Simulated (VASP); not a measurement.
**Ca: relaxation of cell and atoms with PBEsol**

Crystal: Ca.

```
Ca
1.0
     0.00000    2.79420    2.79420
     2.79420    0.00000    2.79420
     2.79420    2.79420    0.00000
Ca
1
Cartesian
  0.0000 0.0000 0.0000
```

```json
{
 "Program": "VASP 6.6.1",
 "Task": "relaxation of cell and atoms",
 "Functional": "PBEsol",
 "Potentials or basis": "VASP PAW PBE potentials, release 64 (Ca_sv)",
 "Cutoff": "600 eV",
 "k mesh": "14 × 14 × 14",
 "Occupations": "gaussian, width 0.1 eV",
 "Spin": "no spin polarisation",
 "Dipole correction": "no",
 "Further INCAR settings": "ALGO = Fast; EDIFF = 1e-07; IBRION = 2; EDIFFG = -0.005; NSW = 100; ISIF = 3"
}
```

* Relaxed volume: 40.64 Å³/atom
* Relaxed cell: a = 3.859 Å, b = 3.859 Å, c = 3.859 Å, α = 60.00°, β = 60.00°, γ = 60.00°
* Space group after relaxing (to 0.05 Å): Fm-3m (No. 225)
* Energy gained by relaxing: 11.1 meV/atom
* Ionic steps: 4
* Pressure after relaxing: 0.0 GPa
* Band gap on the k mesh: zero (band 5 reaches 2.17 eV, above the bottom of band 6 at 1.91 eV)

Step by step:
```csv
step,energy change (eV),largest force (eV/Å),pressure (GPa),volume (Å³)
1,0.0000,0.0000,-1.13,43.63
2,-0.0096,0.0000,-0.45,41.72
3,-0.0111,0.0000,-0.02,40.70
4,-0.0111,0.0000,0.01,40.64
```

Final structure:
```
Ca
1.0
     0.00000    2.72888    2.72888
     2.72888    0.00000    2.72888
     2.72888    2.72888    0.00000
Ca
1
Direct
  0.00000 0.00000 0.00000
```

Levels at points of the mesh, in eV from the Fermi level:
```
           k point  band 3  band 4  band 5  band 6  band 7  band 8
(0.00, 0.00, 0.00)  -22.74  -22.74   -4.09    2.38    2.38    2.38
(0.50, 0.00, 0.00)  -22.76  -22.76   -1.01   -0.12    2.26    2.26
(0.50, 0.50, 0.00)  -22.79  -22.79   -0.49    0.55    1.04    4.23
```

It took 2.1 min on 1 thread of Intel(R) Xeon(R) Platinum 8488C (Sapphire Rapids), with other jobs on the host, peak memory 0.22 GiB.

Caveat: the PAW data sets were made with another functional, which shifts forces and pressure a little.
